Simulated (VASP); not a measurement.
# Pt: relaxation of cell and atoms with PBE

Crystal: Pt.

```
CELL_PARAMETERS angstrom
-2.45719 2.45719 1.35146
2.45719 -2.45719 1.35146
2.45719 2.45719 -1.35146
ATOMIC_POSITIONS crystal
Pt 0.62500 0.87500 0.75000
Pt 0.37500 0.12500 0.25000
```

| Property | Result |
| --- | --- |
| Program | VASP 6.6.1 |
| Task | relaxation of cell and atoms |
| Functional | PBE |
| Potentials or basis | VASP PAW PBE potentials, release 64 (Pt) |
| Cutoff | 600 eV |
| k mesh | 16 × 16 × 16 |
| Occupations | fermi-dirac, width 0.05 eV |
| Spin | no spin polarisation |
| Target pressure | -2.9 GPa |
| Dipole correction | no |
| Further INCAR settings | ALGO = Normal; EDIFF = 1e-07; IBRION = 2; EDIFFG = -0.005; NSW = 60; ISIF = 3 |

* Relaxed volume: 17.37 Å³/atom
* Relaxed cell: a = 3.823 Å, b = 3.823 Å, c = 3.823 Å, α = 97.29°, β = 97.29°, γ = 138.28°
* Space group after relaxing (to 0.1 Å): I4_1/amd (No. 141)
* Energy change on relaxing (the run minimises the enthalpy): -30.5 meV/atom
* Ionic steps: 9
* Pressure after relaxing: -2.9 GPa
* Band gap on the k mesh: zero (bands 10 and 11 overlap by 1.54 eV)

Step by step:
```tsv
step	energy change (eV)	largest force (eV/Å)	pressure (GPa)	volume (Å³)
1	0.0000	0.0000	11.55	32.64
2	0.3974	0.0000	-21.05	40.08
3	-0.0558	0.0000	-3.86	34.93
4	-0.0580	0.0000	-3.29	34.82
5	-0.0588	0.0000	-3.04	34.78
6	-0.0618	0.0000	-2.53	34.68
7	-0.0615	0.0000	-2.69	34.71
8	-0.0599	0.0000	-3.18	34.80
9	-0.0609	0.0000	-2.88	34.74
```

Final structure:
```
CELL_PARAMETERS angstrom
-2.52588 2.52588 1.36138
2.52588 -2.52588 1.36138
2.52588 2.52588 -1.36138
ATOMIC_POSITIONS crystal
Pt 0.62500 0.87500 0.75000
Pt 0.37500 0.12500 0.25000
```

Levels at points of the mesh, in eV from the Fermi level:
```
           k point  band 7  band 8  band 9  band 10  band 11  band 12  band 13  band 14
(0.00, 0.00, 0.00)   -1.30   -1.24   -1.24     0.30     1.34     5.00     5.00    10.44
(0.50, 0.00, 0.00)   -1.48   -1.07   -0.37    -0.09     2.17     4.37     6.43     7.81
(0.50, 0.50, 0.00)   -2.12   -2.12   -0.56    -0.56    -0.28    -0.28    11.71    11.71
(0.50, 0.50, 0.50)   -1.09   -1.09   -1.01    -1.01    -0.47    -0.47     4.44     4.44
```

Run time: 23 min on 1 thread of Intel Xeon 8259CL (shared host), peak memory 0.33 GiB.

Caveat: the cell is relaxed towards a set pressure, so the run minimises the enthalpy, not the energy; spin-orbit coupling is left out, which moves the levels of the heavy elements.
